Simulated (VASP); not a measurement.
# Ta7N8 (a cell with a defect) in VASP: single point with PBE

Aim: the single point of Ta7N8 (a cell with a defect) with PBE.

Everything below comes from runs of VASP 6.6.1. Logs are shortened: lines on timing, memory, paths and dates and some standing lists are left out, and cuts for length are marked.

### Step 1. The cell of the first run

The cell holds a defect, 15 atoms: a = 6.096 Å, b = 5.279 Å, c = 4.918 Å, α = 90.00°, β = 90.00°, γ = 90.00°.

### Step 2. Single point, PBE, collinear spin

File INCAR:

```
ALGO = Normal
EDIFF = 1E-7
ENCUT = 520
GGA = PE
ISIF = 2
ISMEAR = 0
ISPIN = 2
LASPH = True
LCHARG = False
LMAXMIX = 4
LORBIT = 11
LREAL = Auto
LWAVE = False
MAGMOM = 0 0 1 0 0 0 0 0 0 0 0 0 0 0 0
NBANDS = 76
NELM = 150
PREC = Accurate
SIGMA = 0.02
```

File KPOINTS:

```
k-points
0
Gamma
  2 2 2
```

File POSCAR:

```
Ta7N8
1.0
   -3.0480000000     -5.2792910000      0.0000000000
    4.5720000000     -2.6396450000      0.0000000000
    0.0000000000      0.0000000000      4.9180000000
Ta N
7 8
Direct
    0.7579603329      0.4894875179     -0.0021676579
    0.7154593613      0.5264499058      0.4971862870
    0.5009284433      0.0015732220      0.4983731539
    0.2358167693      0.4918757868     -0.0007044305
    0.2786255999      0.4962223277      0.5013506152
   -0.0141714340      0.0225394054     -0.0043527943
    0.0132935852     -0.0138670067      0.4977475229
    0.5045748141      0.3190111249      0.2275182938
    0.4923208579      0.6857742566      0.7775687030
    0.2469277644      0.8287095960      0.2450614514
    0.2513661334      0.1644184893      0.7531691246
   -0.0073521988      0.3449301171      0.2723791596
   -0.0031063190      0.6616076994      0.7417819376
    0.7541646737      0.8370436181      0.2413690490
    0.7494559164      0.1763274398      0.7317146848
```

Potentials or basis: VASP PAW PBE potentials, release 64 (Ta_pv, N).

Started as:

```bash
$ cat potpaw_PBE.64/Ta_pv/POTCAR potpaw_PBE.64/N/POTCAR > POTCAR
$ mpirun -np 1 vasp_std > vasp.out
```

OUTCAR:

```text
EDIFF = 1E-7
   ENCUT = 520
   GGA = PE
   ISIF = 2
   ISMEAR = 0
   ISPIN = 2
   LASPH = True
   LORBIT = 11
   LREAL = Auto
   NELM = 150
   PREC = Accurate

 ion  position               nearest neighbor table
   1  0.758  0.489  0.998-  15 2.11  12 2.11   8 2.11  13 2.13  14 2.19   9 2.21   2 2.48   2 2.48
                             6 2.83   4 2.91   6 3.14   4 3.18
   2  0.715  0.526  0.497-  14 2.08   9 2.11   8 2.15  15 2.19  13 2.21  12 2.24   1 2.48   1 2.48
                             5 2.67   3 2.83   7 3.03   3 3.06   7 3.38   5 3.44
   3  0.501  0.002  0.498-  15 2.11   8 2.14  11 2.15   9 2.16  14 2.18  10 2.19   2 2.83   5 2.94
                             7 2.97   5 2.99   2 3.06   7 3.12
   4  0.236  0.492  0.999-  11 2.11  13 2.13  12 2.15  10 2.15   9 2.16   8 2.19   5 2.46   5 2.48
                             6 2.91   1 2.91   1 3.18   6 3.19
   5  0.279  0.496  0.501-   9 2.13   8 2.14  11 2.15  10 2.17  12 2.22  13 2.26   4 2.46   4 2.48
                             2 2.67   3 2.94   3 2.99   7 3.05   7 3.14   2 3.44
   6  0.986  0.023  0.996-  14 2.10  15 2.10  11 2.15  12 2.18  10 2.26  13 2.28   7 2.46   7 2.48
                             1 2.83   4 2.91   1 3.14   4 3.19
   7  0.013  0.986  0.498-  10 2.06  13 2.09  11 2.14  14 2.17  12 2.20  15 2.22   6 2.46   6 2.48
                             3 2.97   2 3.03   5 3.05   3 3.12   5 3.14   2 3.38
   8  0.505  0.319  0.228-   1 2.11   3 2.14   5 2.14   2 2.15   4 2.19
   9  0.492  0.686  0.778-   2 2.11   5 2.13   3 2.16   4 2.16   1 2.21
  10  0.247  0.829  0.245-   7 2.06   4 2.15   5 2.17   3 2.19   6 2.26
  11  0.251  0.164  0.753-   4 2.11   7 2.14   6 2.15   3 2.15   5 2.15
  12  0.993  0.345  0.272-   1 2.11   4 2.15   6 2.18   7 2.20   5 2.22   2 2.24
  13  0.997  0.662  0.742-   7 2.09   4 2.13   1 2.13   2 2.21   5 2.26   6 2.28
  14  0.754  0.837  0.241-   2 2.08   6 2.10   7 2.17   3 2.18   1 2.19
  15  0.749  0.176  0.732-   6 2.10   1 2.11   3 2.11   2 2.19   7 2.22

  LATTYP: Found a simple orthorhombic cell.
 ALAT       =     4.9180000000
 B/A-ratio  =     1.0734629211
 C/A-ratio  =     1.2395282879

  Lattice vectors:

 A1 = (   0.0000000000,   0.0000000000,  -4.9180000000)
 A2 = (   4.5720000000,  -2.6396450000,   0.0000000000)
 A3 = (  -3.0480000000,  -5.2792910000,   0.0000000000)

Analysis of symmetry for initial positions (statically):
=====================================================================
 Subroutine PRICEL returns:
 Original cell was already a primitive cell.

 Routine SETGRP: Setting up the symmetry group for a
 simple orthorhombic supercell.

 Subroutine GETGRP returns: Found  1 space group operations
 (whereof  1 operations were pure point group operations)
 out of a pool of  8 trial point group operations.

The static configuration has the point symmetry C_1 .

Analysis of symmetry for dynamics (positions and initial velocities):
=====================================================================
 Subroutine PRICEL returns:
 Original cell was already a primitive cell.

 Routine SETGRP: Setting up the symmetry group for a
 simple orthorhombic supercell.

 Subroutine GETGRP returns: Found  1 space group operations
 (whereof  1 operations were pure point group operations)
 out of a pool of  8 trial point group operations.

The dynamic configuration has the point symmetry C_1 .

Analysis of structural, dynamic, and magnetic symmetry:
=====================================================================
 Subroutine PRICEL returns:
 Original cell was already a primitive cell.

 Routine SETGRP: Setting up the symmetry group for a
 simple orthorhombic supercell.

 Subroutine GETGRP returns: Found  1 space group operations
 (whereof  1 operations were pure point group operations)
 out of a pool of  8 trial point group operations.

The overall configuration has the point symmetry C_1 .

 Subroutine INISYM returns: Found  1 space group operations
 (whereof  1 operations are pure point group operations),
 and found     1 'primitive' translations

----------------------------------------------------------------------------------------

                                     Primitive cell

  volume of cell :     158.2738

  direct lattice vectors                    reciprocal lattice vectors
    -3.048000000 -5.279291000  0.000000000    -0.082020986 -0.142064538  0.000000000
     4.572000000 -2.639645000  0.000000000     0.164042003 -0.094709692  0.000000000
     0.000000000  0.000000000  4.918000000     0.000000000  0.000000000  0.203334689

  length of vectors
     6.096000120  5.279290646  4.918000000     0.164041992  0.189419387  0.203334689

  position of ions in fractional coordinates (direct lattice)
     0.757960333  0.489487518  0.997832342
     0.715459361  0.526449906  0.497186287
     0.500928443  0.001573222  0.498373154
     0.235816769  0.491875787  0.999295569
     0.278625600  0.496222328  0.501350615
     0.985828566  0.022539405  0.995647206
     0.013293585  0.986132993  0.497747523
[... 71 lines left out ...]
 SYSTEM =  unknown system
   PREC   = accura    normal or accurate (medium, high low for compatibility)
   ISTART =      0    job   : 0-new  1-cont  2-samecut
   ICHARG =      2    charge: 1-file 2-atom 10-const
   ISPIN  =      2    spin polarized calculation?
   LNONCOLLINEAR =      F non collinear calculations
   LSORBIT =      F    spin-orbit coupling
   LASPH  =      T    aspherical Exc in radial PAW
   ENCUT  =  520.0 eV  38.22 Ry    6.18 a.u.  11.33  9.82  9.14*2*pi/ulx,y,z
   NELM   =    150;   NELMIN=  2; NELMDL= -5     # of ELM steps
   EDIFF  = 0.1E-06   stopping-criterion for ELM
   LREAL  =      T    real-space projection
   EDIFFG = 0.1E-05   stopping-criterion for IOM
   NSW    =      0    number of steps for IOM
   IBRION =     -1    ionic relax: 0-MD 1-quasi-New 2-CG
   NFREE  =      0    steps in history (QN), initial steepest desc. (CG)
   ISIF   =      2    stress and relaxation
   ISYM   =      2    0-nonsym 1-usesym 2-fastsym
   POTIM  = 0.5000    time-step for ionic-motion
   TEBEG  =    0.0;   TEEND  =   0.0 temperature during run
   PSTRESS=    0.0 pullay stress
   NELECT =     117.0000    total number of electrons
   NUPDOWN=      -1.0000    fix difference up-down
   EMIN   =  10.00;   EMAX   =-10.00  energy-range for DOS
   EFERMI =   0.00;   METHOD = LEGACY
   ISMEAR =     0;   SIGMA  =   0.02  broadening in eV -4-tet -1-fermi 0-gaus
   EFERMI_NEDOS =   21; number of points for ismear=-14 and -15
   IALGO  =     38    algorithm
   IMIX   =      4    mixing-type and parameters
     AMIX     =   0.40;   BMIX     =  1.00
     AMIX_MAG =   1.60;   BMIX_MAG =  1.00
  volume/ion in A,a.u.               =      10.55        71.21
  Fermi-wavevector in a.u.,A,eV,Ry     =   1.480246  2.797258 29.812091  2.191127
  Thomas-Fermi vector in A             =   2.594303
   LORBIT       =     11    0 simple, 1 ext, 2 COOP (PROOUT), +10 PAW based schemes
   GGA     = PE    functional components
   LHFCALC =     F    Hartree Fock is set to
   AEXX    =    0.0000 exact exchange contribution
   IVDW    =     0    specifies the selected vdW correction
   LEPSILON=     F    determine dielectric tensor
   LRPA    =     F    only Hartree local field effects (RPA)
 spin polarized calculation
 Gauss-broadening in eV      SIGMA  =   0.02
  energy-cutoff  :      520.00
  volume of cell :      158.27
 maximum number of plane-waves:      4296
 NGX is ok and might be reduce to    48
   NGX = 23   NGY = 19   NGZ = 19

 number of electron     116.9999998 magnetization      -0.0002451

 number of electron     116.9999998 magnetization       0.0000609

 Free energy of the ion-electron system (eV)
  ---------------------------------------------------
  ext. energy  EPLUGINS =         0.00000000
  ---------------------------------------------------
  free energy    TOTEN  =      -156.47836571 eV

  energy without entropy =     -156.47836571  energy(sigma->0) =     -156.47836571

 E-fermi :   8.0474     XC(G=0): -13.0965

 val. band max:        7.9221141922   @ k =   0.0000   0.0000   0.0000
 cond. band min:       8.1873828172   @ k =   0.0000   0.0000   0.5000
 fundamental gap:      0.2652686250
 Fermi energy:         8.0473666113

 spin component 1

 k-point     1 :       0.0000    0.0000    0.0000
  band No.  band energies     occupation
      1     -28.7310      1.00000
      2     -28.5239      1.00000
      3     -28.3465      1.00000
      4     -27.7624      1.00000
      5     -27.6651      1.00000
      6     -27.6030      1.00000
[... 573 lines left out ...]
     69      11.3075      0.00000
     70      11.3592      0.00000
 Fermi energy:         8.0473666113

 spin component 2

 k-point     1 :       0.0000    0.0000    0.0000
  band No.  band energies     occupation
      1     -28.7310      1.00000
      2     -28.5239      1.00000
      3     -28.3465      1.00000
      4     -27.7624      1.00000
      5     -27.6650      1.00000
      6     -27.6030      1.00000
[... 573 lines left out ...]
     69      11.3075      0.00000
     70      11.3592      0.00000
 [bands above 70 left out]

------------------------ aborting loop because EDIFF is reached ----------------------------------------

  FORCE on cell =-STRESS in cart. coord.  units (eV):
  Direction    XX          YY          ZZ          XY          YZ          ZX
  --------------------------------------------------------------------------------------
  -------------------------------------------------------------------------------------
  Total       16.5757194     19.6548211     76.3669912      2.3731585      1.9240200      1.6186377
  in kB      167.7930255    198.9622178    773.0493131     24.0230563     19.4765088     16.3851783
  external PRESSURE =     379.9348521 kB  Pullay stress =       0.0000000 kB

 VOLUME and BASIS-vectors are now :
 -----------------------------------------------------------------------------
  energy-cutoff  :      520.00
  volume of cell :      158.27
      direct lattice vectors                 reciprocal lattice vectors
    -3.048000000 -5.279291000  0.000000000    -0.082020986 -0.142064538  0.000000000
     4.572000000 -2.639645000  0.000000000     0.164042003 -0.094709692  0.000000000
     0.000000000  0.000000000  4.918000000     0.000000000  0.000000000  0.203334689

 POSITION                                       TOTAL-FORCE (eV/Angst)
 -----------------------------------------------------------------------------------
     -0.07233     -5.29357      4.90734        -0.005113      0.004522     -0.004900
      0.22621     -5.16676      2.44516         0.023580      0.006752     -0.002321
     -1.51964     -2.64870      2.45100        -0.006905      0.012718     -0.007102
      1.53009     -2.54332      4.91454         0.016912     -0.002752     -0.002902
      1.41948     -2.78080      2.46564        -0.015088     -0.013652     -0.009750
     -2.90176     -5.26397      4.89659        -0.009266     -0.008224      0.016369
      4.46808     -2.67322      2.44792         0.004579      0.020388     -0.000013
     -0.07943     -3.50587      1.11893        -0.022503      0.019723     -0.009571
      1.63477     -4.40931      3.82408         0.036613     -0.025669      0.026003
      3.03622     -3.49110      1.20521        -0.009496     -0.042476     -0.017848
     -0.01444     -1.76104      3.70409        -0.041029     -0.026909      0.009550
     -1.44857     -6.15097      1.33956        -0.001556     -0.000438      0.021886
     -0.01366     -7.00930      3.64808        -0.002990     -0.004423     -0.006010
      1.52827     -6.19095      1.18705         0.032978      0.024971     -0.014338
     -1.47817     -4.42204      3.59857        -0.000716      0.035469      0.000946
 -----------------------------------------------------------------------------------
    total drift:                               -0.002081     -0.001129      0.003070

  FREE ENERGIE OF THE ION-ELECTRON SYSTEM (eV)
  ---------------------------------------------------
  free  energy   TOTEN  =      -156.4783657088 eV

  energy  without entropy=     -156.4783657088  energy(sigma->0) =     -156.47836571

 total charge

# of ion       s       p       d       tot
------------------------------------------
    1        0.337   6.313   2.604   9.254
    2        0.343   6.311   2.716   9.369
    3        0.314   6.267   2.381   8.962
    4        0.338   6.312   2.575   9.224
    5        0.336   6.300   2.703   9.340
    6        0.328   6.286   2.631   9.245
    7        0.346   6.318   2.604   9.268
    8        1.249   2.527   0.000   3.776
    9        1.250   2.509   0.000   3.759
   10        1.249   2.519   0.000   3.768
   11        1.251   2.524   0.000   3.774
   12        1.238   2.557   0.000   3.795
   13        1.240   2.560   0.000   3.800
   14        1.249   2.534   0.000   3.783
   15        1.247   2.541   0.000   3.788
--------------------------------------------------
tot         12.313  64.377  18.213  94.904

 magnetization (x)

# of ion       s       p       d       tot
------------------------------------------
    1       -0.000  -0.000  -0.000  -0.000
    2        0.000   0.000  -0.000  -0.000
    3        0.000   0.000   0.000   0.000
    4       -0.000  -0.000  -0.000  -0.000
    5        0.000   0.000   0.000   0.000
    6       -0.000  -0.000  -0.000  -0.000
    7        0.000   0.000  -0.000  -0.000
    8       -0.000  -0.000   0.000  -0.000
    9       -0.000  -0.000   0.000  -0.000
   10       -0.000  -0.000   0.000  -0.000
   11       -0.000  -0.000   0.000  -0.000
   12       -0.000   0.000   0.000  -0.000
   13       -0.000   0.000   0.000   0.000
   14       -0.000  -0.000   0.000  -0.000
   15       -0.000  -0.000   0.000  -0.000
--------------------------------------------------
tot         -0.000  -0.000  -0.000  -0.000
```

It took 9.5 min on 1 thread of Oxide Virtual Turin-like, shared host; peak memory 0.36 GiB.

Results:

```
Free energy                                           : -156.4784 eV
Pressure                                              : 38.0 GPa
Largest force                                         : 0.052 eV/Å
Net moment                                            : 0.00 μB per cell
Valence electrons inside the program's atomic spheres : Ta 9.25, 9.37, 8.96, 9.22, 9.34, 9.24, 9.27; N 3.78, 3.76, 3.77, 3.79, 3.80 (each value once)
```

Forces on the atoms (eV/Å):
```
Ta  -0.005  0.005 -0.005
Ta   0.024  0.007 -0.002
Ta  -0.007  0.013 -0.007
Ta   0.017 -0.003 -0.003
Ta  -0.015 -0.014 -0.010
Ta  -0.009 -0.008  0.016
Ta   0.005  0.020  0.000
N   -0.023  0.020 -0.010
N    0.037 -0.026  0.026
N   -0.009 -0.042 -0.018
N   -0.041 -0.027  0.010
N   -0.002  0.000  0.022
N   -0.003 -0.004 -0.006
N    0.033  0.025 -0.014
N   -0.001  0.035  0.001
```

Caveat: the k points lie up to 0.64 Å⁻¹ apart; spin-orbit coupling is left out, which moves the levels of the heavy elements.
